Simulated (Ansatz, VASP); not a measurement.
## KTaO3: VASP beside Ansatz

File INCAR:

```
PREC = Accurate
ENCUT = 520
EDIFF = 1E-6
ISMEAR = -1
SIGMA = 0.01
LREAL = F
LASPH = T
NELM = 60
ALGO = Normal
ISIF = 2
LWAVE = F
LCHARG = F
GGA = PE
NBANDS = 27
```

Contents of KPOINTS:

```
regular mesh
0
Gamma
  5 5 5
```

POSCAR

```
KTaO3
1.0
    4.0281830000      0.0000000000      0.0000000000
    0.0000000000      4.0281830000      0.0000000000
    0.0000000000      0.0000000000      3.9883000000
K Ta O
1 1 3
Direct
    0.5000000000      0.5000000000      0.5000000000
    0.0000000000      0.0000000000      0.0000000000
    0.5000000000      0.0000000000      0.0000000000
    0.0000000000      0.5000000000      0.0000000000
    0.0000000000      0.0000000000      0.5000000000
```

Input for Ansatz:

```yaml
crystal:
  lattice:
    - [4.028183, 0.0, 0.0]
    - [0.0, 4.028183, 0.0]
    - [0.0, 0.0, 3.9883]
  atoms:
    - { symbol: K, position: [0.5, 0.5, 0.5] }
    - { symbol: Ta, position: [0.0, 0.0, 0.0] }
    - { symbol: O, position: [0.5, 0.0, 0.0] }
    - { symbol: O, position: [0.0, 0.5, 0.0] }
    - { symbol: O, position: [0.0, 0.0, 0.5] }
kpoints:
  mp_grid: { grid: [5, 5, 5] }
  band_path:
    path:
      - [0.0, 0.0, 0.0]
      - [0.0, 0.5, 0.0]
      - [0.5, 0.5, 0.0]
      - [0.0, 0.0, 0.0]
      - [0.0, 0.0, 0.5]
      - [0.0, 0.5, 0.5]
      - [0.5, 0.5, 0.5]
      - [0.0, 0.0, 0.5]
      - [0.0, 0.5, 0.0]
    npoints: 5
scf:
  occupations: { method: fermi_dirac, width: 0.01 }
hamiltonian:
  xc: pbe
  pseudopotentials: { kind: all_electron, lapw: { basis_error: 0.0005 } }
output:
  forces: true
  stress: true
  eigenvalues: true
```

Change from the starting cell: equal xx and yy strain of +1 %.

Alike in both runs: task single point; functional PBE; k mesh 5 × 5 × 5; occupations fermi-dirac, width 0.01 eV; no spin polarisation.

|  | VASP | Ansatz |
| --- | --- | --- |
| version | VASP 6.6.1 | Ansatz 0.2.0 |
| potentials or method | VASP PAW PBE potentials, release 64 (K_sv, Ta_pv, O), cutoff 520 eV | all-electron LAPW, scalar-relativistic |

VASP gave:

| Property | Result |
| --- | --- |
| gap on the k mesh at the Fermi level (eV) | 2.23 |
| pressure (GPa) | 2.0 |
| traceless stress, the component that is largest in VASP (GPa) | 2.39 |

Task: What did Ansatz give for the same quantities?

Result: gap on the k mesh at the Fermi level (eV): 2.28; pressure (GPa): 1.5; traceless stress, the component that is largest in VASP (GPa): 2.35.

Ansatz ran all-electron here, and VASP with PAW potentials.

Spin-orbit coupling is off throughout.
